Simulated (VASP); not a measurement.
Set up this calculation in VASP 6.6.1, as the native input.

* Task: single point
* Functional: r2SCAN
* Potentials or basis: VASP PAW PBE potentials, release 64 (Ta_pv, N)
* Cutoff: 520 eV
* k mesh: 11 × 11 × 10
* Occupations: fermi-dirac, width 0.1 eV
* Spin: no spin polarisation
* Dipole correction: no
* Further INCAR settings: ALGO = Normal; EDIFF = 1e-06; NBANDS = 15

The system is TaN.

```xyz
2
Lattice="2.9183 0.0000 0.0000 -1.4591 2.5273 0.0000 0.0000 0.0000 2.8637" Properties=species:S:1:pos:R:3 pbc="T T T"
Ta    0.0000    1.6849    1.4318
N     0.0000    0.0000    0.0000
```

One way to write it, as run:

POSCAR

```
TaN
1.0
    2.9182812851      0.0000000000      0.0000000000
   -1.4591406425      2.5273060895      0.0000000000
    0.0000000000      0.0000000000      2.8636504237
Ta N
1 1
Direct
    0.3333333333      0.6666666667      0.5000000000
    0.0000000000      0.0000000000      0.0000000000
```

INCAR.step1

```
PREC = Accurate
ENCUT = 520
ISMEAR = -1
SIGMA = 0.1
LREAL = F
LASPH = T
NELM = 60
NBANDS = 15
GGA = PE
ALGO = Normal
EDIFF = 1E-4
LWAVE = T
LCHARG = F
```

INCAR.step2

```
PREC = Accurate
ENCUT = 520
EDIFF = 1E-6
ISMEAR = -1
SIGMA = 0.1
LREAL = F
LASPH = T
NELM = 60
ALGO = Normal
ISIF = 2
LWAVE = F
LCHARG = F
METAGGA = R2SCAN
LMIXTAU = T
NBANDS = 15
ISTART = 1
```

KPOINTS

```
regular mesh
0
Gamma
  11 11 10
```

Potentials or basis: VASP PAW PBE potentials, release 64 (Ta_pv, N).

The run is started by

```console
$ cat potpaw_PBE.64/Ta_pv/POTCAR potpaw_PBE.64/N/POTCAR > POTCAR
$ cp INCAR.step1 INCAR
$ mpirun -np 1 vasp_std > vasp.out
$ cp INCAR.step2 INCAR
$ mpirun -np 1 vasp_std > vasp.out
```

Results of the run:

```json
{
  "Pressure": "9.1 GPa",
  "Band gap on the k mesh": "zero (band 8 reaches 8.85 eV, above the bottom of band 9 at 8.34 eV)"
}
```

Caveat: the PAW data sets were made with another functional, which shifts forces and pressure a little; spin-orbit coupling is left out, which moves the levels of the heavy elements.

Wall time 110 s on 1 thread of AMD EPYC 7R43 64-Core Processor (Zen 3), with other jobs on the host, peak memory 0.13 GiB.
